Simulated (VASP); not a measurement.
A run of VASP 6.6.1:

INCAR

```
SYSTEM = CuPd
PREC = Accurate
ENCUT = 520
EDIFF = 1E-7
ISMEAR = 0
SIGMA = 0.15
LREAL = .False.
LASPH = .True.
NELM = 60
ALGO = Fast
ISIF = 2
LWAVE = .False.
LCHARG = .False.
GGA = PS
NBANDS = 18
```

File KPOINTS:

```
regular mesh
0
Gamma
  16 16 16
  0 0 0
```

POSCAR

```
CuPd
1.0
    3.0552300000      0.0000000000      0.0000000000
    0.0000000000      2.9207700000      0.0000000000
    0.0000000000      0.0000000000      2.9880000000
Cu Pd
1 1
Direct
    0.0000000000      0.0000000000      0.0000000000
    0.5000000000      0.5000000000      0.5000000000
```

Potentials or basis: VASP PAW PBE potentials, release 64 (Cu, Pd).

Launch:

```sh
$ cat potpaw_PBE.64/Cu/POTCAR potpaw_PBE.64/Pd/POTCAR > POTCAR
$ mpirun -np 1 vasp_std > vasp.out
```

Hardware: 1 thread of Intel Xeon 6975P-C, with other jobs on the host.

**Question.** How long does it take, and how much memory?

**Answer.** It took 4 min on 1 thread of Intel Xeon 6975P-C, on a shared host, peak memory 0.45 GiB. Counts: scf iterations 19, k points 729.
